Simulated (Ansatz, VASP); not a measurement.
**V in VASP and in Ansatz**

```
CELL_PARAMETERS angstrom
-1.46365 1.46365 1.46365
1.46365 -1.46365 1.46365
1.46365 1.46365 -1.46365
ATOMIC_POSITIONS crystal
V 0.00000 0.00000 0.00000
```

Alike in both runs: task single point; functional LDA; k mesh 15 × 15 × 15; no spin polarisation.

|  | VASP | Ansatz |
| --- | --- | --- |
| version | VASP 6.6.1 | Ansatz 0.2.0 |
| potentials or method | VASP PAW LDA potentials, release 64 (V_sv), cutoff 520 eV | plane waves (420 eV) with PAW, scalar-relativistic |
| occupations | methfessel-paxton of order 1, width 0.01 eV | cold, width 0.01 eV |
| valence electrons in the cell | 13 | 13 |

|  | VASP | Ansatz | Ansatz less VASP |
| --- | --- | --- | --- |
| pressure (GPa) | 0.1 | -0.5 | -0.57 |

Ansatz warns that its potentials were made for another functional, while VASP's fit it. LDA's correlation is that of Perdew and Zunger in VASP and of Perdew and Wang (1992) in Ansatz.
